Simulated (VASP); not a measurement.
# C in VASP: relaxation of the atoms with PBEsol

Aim: the relaxation of the atoms of C with PBEsol.

Everything below comes from runs of VASP 6.6.1. Logs are shortened: lines on timing, memory, paths and dates and some standing lists are left out, and cuts for length are marked.

**1. The cell of the first run**

The cell holds a slab with vacuum, 8 atoms: a = 2.459 Å, b = 2.459 Å, c = 29.759 Å, α = 90.00°, β = 90.00°, γ = 120.00°.

**2. Relaxation of the atoms, PBEsol**

INCAR

```
SYSTEM = C
  PREC = Accurate
  ENCUT = 520
  EDIFF = 1E-6
  ISMEAR = 0
  SIGMA = 0.1
  LREAL = .FALSE.
  LASPH = .TRUE.
  NELM = 100
  ALGO = Normal
  ISIF = 2
  LWAVE = .FALSE.
  LCHARG = .FALSE.
  LDIPOL = .TRUE.
  IDIPOL = 3
  DIPOL = 0.5 0.5 0.500
  GGA = PS
  IBRION = 2
  NSW = 80
  EDIFFG = -0.02
```

KPOINTS

```
Automatic mesh
0
G
  15 15 1
  0 0 0
```

POSCAR

```
C
1.0
    2.4588886711      0.0000000000      0.0000000000
   -1.2294443355      2.1294600542      0.0000000000
    0.0000000000      0.0000000000     29.7592623489
C
8
Direct
    0.0000000000      0.0000000000      0.2520223758
    0.6666666667      0.3333333333      0.2520342838
    0.6666666667      0.3333333333      0.3737428480
    0.3333333333      0.6666666667      0.3737547560
    0.3333333333      0.6666666667      0.6262571520
    0.6666666667      0.3333333333      0.6262452440
    0.3333333333      0.6666666667      0.7479657162
    0.0000000000      0.0000000000      0.7479776242
```

Potentials or basis: VASP PAW PBE potentials, release 64 (C).

Command:

```
cat potpaw_PBE.64/C/POTCAR > POTCAR
mpirun -np 1 vasp_std > vasp.out
```

OUTCAR:

```text
SYSTEM = C
   PREC = Accurate
   ENCUT = 520
   EDIFF = 1E-6
   ISMEAR = 0
   LREAL = .FALSE.
   LASPH = .TRUE.
   NELM = 100
   ISIF = 2
   GGA = PS
   IBRION = 2
   NSW = 80
   EDIFFG = -0.02

 ion  position               nearest neighbor table
   1  0.000  0.000  0.252-   2 1.42   2 1.42   2 1.42
   2  0.667  0.333  0.252-   1 1.42   1 1.42   1 1.42
   3  0.667  0.333  0.374-   4 1.42   4 1.42   4 1.42
   4  0.333  0.667  0.374-   3 1.42   3 1.42   3 1.42
   5  0.333  0.667  0.626-   6 1.42   6 1.42   6 1.42
   6  0.667  0.333  0.626-   5 1.42   5 1.42   5 1.42
   7  0.333  0.667  0.748-   8 1.42   8 1.42   8 1.42
   8  0.000  0.000  0.748-   7 1.42   7 1.42   7 1.42

  LATTYP: Found a hexagonal cell.
 ALAT       =     2.4588886711
 C/A-ratio  =    12.1027286427

  Lattice vectors:

 A1 = (   2.4588886711,   0.0000000000,   0.0000000000)
 A2 = (  -1.2294443355,   2.1294600542,   0.0000000000)
 A3 = (   0.0000000000,   0.0000000000,  29.7592623489)

Analysis of symmetry for initial positions (statically):
=====================================================================
 Subroutine PRICEL returns:
 Original cell was already a primitive cell.

 Routine SETGRP: Setting up the symmetry group for a
 hexagonal supercell.

 Subroutine GETGRP returns: Found 12 space group operations
 (whereof 12 operations were pure point group operations)
 out of a pool of 24 trial point group operations.

The static configuration has the point symmetry D_3d.

Analysis of symmetry for dynamics (positions and initial velocities):
=====================================================================
 Subroutine PRICEL returns:
 Original cell was already a primitive cell.

 Routine SETGRP: Setting up the symmetry group for a
 hexagonal supercell.

 Subroutine GETGRP returns: Found 12 space group operations
 (whereof 12 operations were pure point group operations)
 out of a pool of 24 trial point group operations.

The dynamic configuration has the point symmetry D_3d.

 Subroutine INISYM returns: Found 12 space group operations
 (whereof 12 operations are pure point group operations),
 and found     1 'primitive' translations

----------------------------------------------------------------------------------------

                                     Primitive cell

  volume of cell :     155.8226

[... 114 lines left out ...]
   EFERMI =   0.00;   METHOD = LEGACY
   ISMEAR =     0;   SIGMA  =   0.10  broadening in eV -4-tet -1-fermi 0-gaus
   EFERMI_NEDOS =   21; number of points for ismear=-14 and -15
   IALGO  =     38    algorithm
   IMIX   =      4    mixing-type and parameters
     AMIX     =   0.40;   BMIX     =  1.00
     AMIX_MAG =   1.60;   BMIX_MAG =  1.00
  volume/ion in A,a.u.               =      19.48       131.44
  Fermi-wavevector in a.u.,A,eV,Ry     =   0.965861  1.825213 12.692706  0.932888
  Thomas-Fermi vector in A             =   2.095614
   LORBIT       =      0    0 simple, 1 ext, 2 COOP (PROOUT), +10 PAW based schemes
   GGA     = PS    functional components
   LHFCALC =     F    Hartree Fock is set to
   AEXX    =    0.0000 exact exchange contribution
   IVDW    =     0    specifies the selected vdW correction
   LEPSILON=     F    determine dielectric tensor
   LRPA    =     F    only Hartree local field effects (RPA)
 conjugate gradient relaxation of ions
 non-spin polarized calculation
 Gauss-broadening in eV      SIGMA  =   0.10
  energy-cutoff  :      520.00
  volume of cell :      155.82
 maximum number of plane-waves:      4252
   NGX =  9   NGY =  9   NGZ =111

 dipolmoment           0.000000      0.000000      0.000000 electrons x Angstroem

 number of electron      31.9999991 magnetization

 dipolmoment           0.000000      0.000000     -0.000000 electrons x Angstroem

 Free energy of the ion-electron system (eV)
  ---------------------------------------------------
  ext. energy  EPLUGINS =         0.00000000
  ---------------------------------------------------
  free energy    TOTEN  =       -77.14243660 eV

  energy without entropy =      -77.14041014  energy(sigma->0) =      -77.14142337

 E-fermi :  -0.2575     XC(G=0):  -5.2967

 val. band max:       -0.2575394961   @ k =   0.3333   0.3333   0.0000
 cond. band min:      -0.0388403421   @ k =   0.3333   0.3333   0.0000
 fundamental gap:      0.2186991540
 Fermi energy:        -0.2575020196

 k-point     1 :       0.0000    0.0000    0.0000
  band No.  band energies     occupation
      1     -19.8436      2.00000
      2     -19.8436      2.00000
      3     -19.7607      2.00000
      4     -19.7607      2.00000
      5      -8.2905      2.00000
      6      -8.2901      2.00000
[... 565 lines left out ...]
     20       1.0914      0.00000
     21      10.4698      0.00000

 [... further k-points ...]

------------------------ aborting loop because EDIFF is reached ----------------------------------------

 vacuum level on the upper side and lower side of the slab       (xc-potential included)        -0.168        -0.168

  FORCE on cell =-STRESS in cart. coord.  units (eV):
  Direction    XX          YY          ZZ          XY          YZ          ZX
  --------------------------------------------------------------------------------------
  -------------------------------------------------------------------------------------
  Total        0.4631967      0.4631967     -0.0566438      0.0000000      0.0000000      0.0000000
  in kB        4.7626149      4.7626149     -0.5824150      0.0000000      0.0000000      0.0000000
  external PRESSURE =       2.9809383 kB  Pullay stress =       0.0000000 kB

 VOLUME and BASIS-vectors are now :
 -----------------------------------------------------------------------------
  energy-cutoff  :      520.00
  volume of cell :      155.82
      direct lattice vectors                 reciprocal lattice vectors
     2.458888671  0.000000000  0.000000000     0.406687790  0.234801305  0.000000000
    -1.229444335  2.129460054  0.000000000     0.000000000  0.469602610  0.000000000
     0.000000000  0.000000000 29.759262349     0.000000000  0.000000000  0.033602983

 POSITION                                       TOTAL-FORCE (eV/Angst)
 -----------------------------------------------------------------------------------
      0.00000      0.00000      7.50000         0.000000      0.000000      0.001577
      1.22944      0.70982      7.50035        -0.000000      0.000000      0.000565
      1.22944      0.70982     11.12231         0.000000      0.000000     -0.000514
     -0.00000      1.41964     11.12267        -0.000000     -0.000000     -0.001535
     -0.00000      1.41964     18.63695         0.000000      0.000000      0.000514
      1.22944      0.70982     18.63660         0.000000      0.000000      0.001535
     -0.00000      1.41964     22.25891         0.000000     -0.000000     -0.000565
      0.00000      0.00000     22.25926        -0.000000     -0.000000     -0.001577
 -----------------------------------------------------------------------------------
    total drift:                                0.000000      0.000000     -0.000000

  FREE ENERGIE OF THE ION-ELECTRON SYSTEM (eV)
  ---------------------------------------------------
  free  energy   TOTEN  =       -77.1424366049 eV

  energy  without entropy=      -77.1404101393  energy(sigma->0) =      -77.14142337

 reached required accuracy - stopping structural energy minimisation

 vacuum level on the upper side and lower side of the slab         3.942         3.942
```

OSZICAR:

```text
N       E                     dE             d eps       ncg     rms          rms(c)
DAV:   1     0.228685335030E+03    0.22869E+03   -0.14299E+04  1142   0.127E+03
DAV:   2    -0.560368317336E+02   -0.28472E+03   -0.26947E+03  1664   0.286E+02
DAV:   3    -0.815348870580E+02   -0.25498E+02   -0.25302E+02  1348   0.932E+01
DAV:   4    -0.821347985878E+02   -0.59991E+00   -0.59779E+00  1407   0.172E+01
[... 12 lines left out ...]
DAV:  17    -0.771424250142E+02   -0.29535E-04   -0.13660E-06  1108   0.608E-03    0.296E-03
DAV:  18    -0.771424320291E+02   -0.70149E-05   -0.19863E-07   882   0.253E-03    0.142E-03
DAV:  19    -0.771424340511E+02   -0.20219E-05   -0.40938E-08   912   0.111E-03    0.533E-04
DAV:  20    -0.771424362635E+02   -0.22125E-05   -0.48860E-08   852   0.100E-03    0.241E-04
DAV:  21    -0.771424366049E+02   -0.34142E-06   -0.14116E-08   907   0.489E-04
   1 F= -.77142437E+02 E0= -.77141423E+02  d E =-.771424E+02
```

Wall time 1.7 min (1 thread of Intel Xeon Platinum 8259CL at 2.50GHz (Skylake/Cascade Lake), shared host); peak memory 0.27 GiB.

Results:

| Property | Result |
| --- | --- |
| Free energy | -77.1424 eV |
| Band gap on the k mesh | zero (filled and empty bands touch) |

Final structure:
```cif
data_structure
_symmetry_space_group_name_H-M 'P 1'
_symmetry_Int_Tables_number 1
_cell_length_a 2.4589
_cell_length_b 2.4589
_cell_length_c 29.7593
_cell_angle_alpha 90.000
_cell_angle_beta 90.000
_cell_angle_gamma 120.000
_cell_volume 155.82
loop_
_atom_site_label
_atom_site_type_symbol
_atom_site_fract_x
_atom_site_fract_y
_atom_site_fract_z
_atom_site_occupancy
C1 C 0.00000 0.00000 0.25202 1
C2 C 0.66667 0.33333 0.25203 1
C3 C 0.66667 0.33333 0.37374 1
C4 C 0.33333 0.66667 0.37375 1
C5 C 0.33333 0.66667 0.62626 1
C6 C 0.66667 0.33333 0.62625 1
C7 C 0.33333 0.66667 0.74797 1
C8 C 0.00000 0.00000 0.74798 1
```

Caveat: the relaxation stopped at its first step, so nothing moved; the PAW data sets were made with another functional, which shifts forces and pressure a little.
